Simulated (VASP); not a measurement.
A run of VASP 6.6.1:

INCAR

```
SYSTEM = W
  PREC = Accurate
  ENCUT = 520
  EDIFF = 1E-6
  ISMEAR = -1
  SIGMA = 0.05
  LREAL = .FALSE.
  LASPH = .TRUE.
  NELM = 80
  ALGO = Normal
  ISIF = 2
  LWAVE = .FALSE.
  LCHARG = .FALSE.
  GGA = PE
  NBANDS = 21
```

The input KPOINTS:

```
Automatic mesh
0
G
  16 16 16
  0 0 0
```

The input POSCAR:

```
W
1.0
   -2.2458863481      2.2458863481      1.1875879348
    2.2458863481     -2.2458863481      1.1875879348
    2.2458863481      2.2458863481     -1.1875879348
W
2
Direct
   -0.3750000000     -0.1250000000     -0.2500000000
    0.3750000000      0.1250000000      0.2500000000
```

Potentials or basis: VASP PAW PBE potentials, release 64 (W_sv).

Launch:

```sh
$ cat potpaw_PBE.64/W_sv/POTCAR > POTCAR
$ mpirun -np 1 vasp_std > vasp.out
```

Hardware: 1 thread of Intel Xeon 6975P-C, on a shared host.

**Question.** How long does it take, and how much memory?

**Answer.** It took 2.4 min on 1 thread of Intel Xeon 6975P-C, on a shared host, peak memory 0.27 GiB. Counts: scf iterations 11, k points 349.
